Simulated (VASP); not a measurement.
A run of VASP 6.6.1 is set up as follows.

INCAR

```
SYSTEM = Ta
AGGAC = 1.0
AGGAX = 1.0
ALDAC = 0.0
ALDAX = 1.0
ALGO = Normal
EDIFF = 1E-7
ENCUT = 520
GGA = B5
ISIF = 2
ISMEAR = -1
LASPH = .True.
LCHARG = .False.
LREAL = .False.
LWAVE = .False.
NBANDS = 12
NELM = 100
PREC = Accurate
SIGMA = 0.1
```

KPOINTS

```
k-points
0
Gamma
  22 22 22
  0 0 0
```

Contents of POSCAR:

```
Ta
1.0
   -1.6078447534      1.6078447534      1.6078447534
    1.6078447534     -1.6078447534      1.6078447534
    1.6078447534      1.6078447534     -1.6078447534
Ta
1
Direct
    0.0000000000      0.0000000000      0.0000000000
```

Potentials or basis: VASP PAW PBE potentials, release 64 (Ta_pv).

The run is started by

```console
$ cat potpaw_PBE.64/Ta_pv/POTCAR > POTCAR
$ mpirun -np 1 vasp_std > vasp.out
```

(1) Predict the pressure.

## Answers

(1) 30.6 GPa.

Caveat: the PAW data sets were made with another functional, which shifts forces and pressure a little.
